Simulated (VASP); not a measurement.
Input of a VASP 6.6.1 run:

INCAR

```
  ALGO = Normal
  EDIFF = 1E-6
  ENCUT = 520
  GGA = PE
  ISIF = 2
  ISMEAR = 0
  LASPH = True
  LCHARG = True
  LELF = True
  LREAL = False
  LVHAR = True
  LWAVE = False
  NBANDS = 14
  NELM = 100
  PREC = Accurate
  SIGMA = 0.15
```

The input KPOINTS:

```
k-points
0
Gamma
  18 18 10
```

POSCAR

```
TiAl
1.0
    2.9170000000      0.0000000000      0.0000000000
   -1.4585000000      2.5261961028      0.0000000000
    0.0000000000      0.0000000000      4.7879000000
Ti Al
1 1
Direct
    0.0000000000      0.0000000000      0.0000000000
    0.3333333333      0.6666666667      0.5000000000
```

Potentials or basis: VASP PAW PBE potentials, release 64 (Ti_sv, Al).

Command:

```sh
$ cat potpaw_PBE.64/Ti_sv/POTCAR potpaw_PBE.64/Al/POTCAR > POTCAR
$ mpirun -np 1 vasp_std > vasp.out
```

Estimate the pressure.

-5.3 GPa.

Stress tensor (GPa, compression positive):
```
-4.33  0.00  0.00
 0.00 -4.33  0.00
 0.00  0.00 -7.32
```
